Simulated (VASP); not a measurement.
Here is a VASP 6.6.1 calculation.

POSCAR

```
SiO2
1.0
   -2.4114135288      2.4114135288      3.8391750711
    2.4114135288     -2.4114135288      3.8391750711
    2.4114135288      2.4114135288     -3.8391750711
Si O
2 4
Direct
    0.0000000000      0.0000000000      0.0000000000
    0.7500000000      0.2500000000      0.5000000000
    0.9731664718      0.6250000000      0.8481664718
    0.3750000000      0.2231664718      0.3481664718
    0.7768335282      0.1250000000      0.1518335282
    0.8750000000      0.0268335282      0.6518335282
```

INCAR.step1

```
PREC = Accurate
ENCUT = 520
ISMEAR = 0
SIGMA = 0.05
LREAL = False
LASPH = True
NELM = 100
NBANDS = 25
GGA = PE
ALGO = Normal
EDIFF = 1E-4
LWAVE = True
LCHARG = False
```

INCAR.step2

```
PREC = Accurate
ENCUT = 520
EDIFF = 1E-7
ISMEAR = 0
SIGMA = 0.05
LREAL = False
LASPH = True
NELM = 100
ALGO = Normal
ISIF = 2
LWAVE = False
LCHARG = False
METAGGA = R2SCAN
LMIXTAU = True
NBANDS = 25
ISTART = 1
```

File KPOINTS:

```
Automatic mesh
0
Gamma
  6 6 6
```

Potentials or basis: VASP PAW PBE potentials, release 64 (Si, O).

The run is started by

```sh
$ cat potpaw_PBE.64/Si/POTCAR potpaw_PBE.64/O/POTCAR > POTCAR
$ cp INCAR.step1 INCAR
$ mpirun -np 1 vasp_std > vasp.out
$ cp INCAR.step2 INCAR
$ mpirun -np 1 vasp_std > vasp.out
```

**Question.** Estimate the band gap on the k mesh.

**Answer.** 6.45 eV, direct.

**Question.** What does it give for the pressure?

**Answer.** 0.1 GPa.

**Question.** Predict the largest force.

**Answer.** 0.103 eV/Å.

Stress tensor (GPa, compression positive):
```
 1.70  0.00  0.00
 0.00  1.70  0.00
 0.00  0.00 -3.05
```

Caveat: the cell differs from its parent crystal (strain -0.025 along x and y, +0.050 along z); the PAW data sets were made with another functional, which shifts forces and pressure a little. A k mesh can miss the band edges.
